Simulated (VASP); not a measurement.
## CuBr2N2: single point with PBE

CuBr2N2:

```
CELL_PARAMETERS angstrom
3.83719 -3.88729 0.00000
3.83719 3.88729 0.00000
-0.73808 0.00000 3.96251
ATOMIC_POSITIONS crystal
Cu 0.00000 0.00000 0.00000
Br 0.75273 0.75273 0.57773
Br 0.24727 0.24727 0.42227
N 0.24109 0.75891 0.00000
N 0.75891 0.24109 0.00000
```

- Program: VASP 6.6.1
- Task: single point
- Functional: PBE
- Potentials or basis: VASP PAW PBE potentials, release 64 (Cu, Br, N)
- Cutoff: 520 eV
- k mesh: 1 × 1 × 2, shifted
- Occupations: gaussian, width 0.1 eV
- Spin: no spin polarisation

```
Pressure               : -3.1 GPa
Largest force          : 1.997 eV/Å
Band gap on the k mesh : zero (an odd number of electrons rules out a gap without spin polarisation)
```

Forces in eV/Å, atoms in the order of the input:
```
Cu   0.000  0.000  0.000
Br  -0.318  0.000  0.949
Br   0.318  0.000 -0.949
N    0.000  1.997  0.000
N    0.000 -1.997  0.000
```

Stress tensor (GPa, compression positive):
```
 3.44  0.00 -0.16
 0.00 -8.34  0.00
-0.16  0.00 -4.38
```

Levels at points of the mesh, in eV from the Fermi level:
| k point | band 15 | band 16 | band 17 | band 18 | band 19 | band 20 |
| --- | --- | --- | --- | --- | --- | --- |
| (0.00, 0.00, 0.25) | -1.02 | -0.33 | -0.16 | 0.02 | 0.09 | 0.36 |

It took 14 s on 1 thread of Intel(R) Xeon(R) Platinum 8488C (Sapphire Rapids), with other jobs on the host, peak memory 0.21 GiB.

Caveat: the k points lie up to 1.16 Å⁻¹ apart, too coarse for converged energies and pressures of a metal; an odd number of electrons without spin polarisation forces a metal; a magnetic or distorted state may lie lower. With open d or f shells a metallic result of PBE can be an artefact of self-interaction; +U or a hybrid may open a gap.
